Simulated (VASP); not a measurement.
Set up this calculation in VASP 6.6.1, as the native input.

| Quantity | Value |
| --- | --- |
| Task | single point |
| Functional | PBE |
| Potentials or basis | VASP PAW PBE potentials, release 64 (Sr_sv, Cl) |
| Cutoff | 520 eV |
| k mesh | 4 × 4 × 4 |
| Occupations | methfessel-paxton, width 0.5 eV |
| Spin | no spin polarisation |
| Dipole correction | no |
| Further INCAR settings | ALGO = Normal; EDIFF = 1e-06; NBANDS = 19 |

The structure of SrCl2 lies in POSCAR:

```
SrCl2
1.0
    0.0000000000      3.4977180859      3.4977180859
    3.4977180859      0.0000000000      3.4977180859
    3.4977180859      3.4977180859      0.0000000000
Sr Cl
1 2
Direct
    0.0000000000      0.0000000000      0.0000000000
    0.2500000000      0.2500000000      0.2500000000
    0.7500000000      0.7500000000      0.7500000000
```

These files were run (other wordings do the same):

INCAR

```
PREC     = Accurate       # precision mode
ENCUT    = 520            # plane-wave cutoff, eV
EDIFF    = 1E-6           # SCF threshold, eV
ISMEAR   = 1              # smearing method
SIGMA    = 0.5            # smearing width, eV
LREAL    = F              # projectors in reciprocal space
LASPH    = T              # aspherical terms in the spheres
NELM     = 80             # most SCF steps
ALGO     = Normal         # electronic algorithm
ISIF     = 2              # what is computed and relaxed
LWAVE    = F              # write WAVECAR
LCHARG   = F              # write CHGCAR
GGA      = PE             # functional
NBANDS   = 19             # bands
```

KPOINTS

```
Automatic mesh
0
Gamma
  4 4 4
```

Potentials or basis: VASP PAW PBE potentials, release 64 (Sr_sv, Cl).

The run is started by

```sh
$ cat potpaw_PBE.64/Sr_sv/POTCAR potpaw_PBE.64/Cl/POTCAR > POTCAR
$ mpirun -np 1 vasp_std > vasp.out
```

Results of the run:

```yaml
Pressure: 0.6 GPa
Band_gap_on_the_k_mesh: 5.31 eV (least direct gap 5.52 eV)
```

It took 11 s on 1 thread of Intel(R) Xeon(R) 6975P-C (Granite Rapids), on a shared host, peak memory 0.23 GiB.
